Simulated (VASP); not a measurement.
Input of a VASP 6.6.1 run:

Contents of INCAR:

```
ALGO = Normal ; EDIFF = 1E-6
EDIFFG = -0.005 ; ENCUT = 600
GGA = PE ; IBRION = 2
ISIF = 3 ; ISMEAR = -1
LASPH = T ; LCHARG = F
LREAL = F ; LWAVE = F
NELM = 80 ; NSW = 60
PREC = Accurate ; PSTRESS = 4600.0
SIGMA = 0.1
```

KPOINTS

```
k-points
0
Gamma
  20 20 20
```

POSCAR

```
Se
1.0
   -1.9649951523      1.9649951523      1.0807473337
    1.9649951523     -1.9649951523      1.0807473337
    1.9649951523      1.9649951523     -1.0807473337
Se
2
Direct
   -0.3750000000     -0.1250000000     -0.2500000000
    0.3750000000      0.1250000000      0.2500000000
```

Potentials or basis: VASP PAW PBE potentials, release 64 (Se).

The run is started by

```sh
$ cat potpaw_PBE.64/Se/POTCAR > POTCAR
$ mpirun -np 1 vasp_std > vasp.out
```

(1) What does it give for the relaxed cell?

(2) Predict the band gap on the k mesh.

(3) Estimate the space group after relaxing (to 0.1 Å).

## Answers

(1) a = 3.034 Å, b = 3.034 Å, c = 3.034 Å, α = 97.13°, β = 97.13°, γ = 138.75°.

(2) zero (bands 6 and 7 overlap by 13.29 eV).

(3) I4_1/amd (No. 141).

Caveat: the cell is relaxed towards a set pressure, so the run minimises the enthalpy, not the energy.
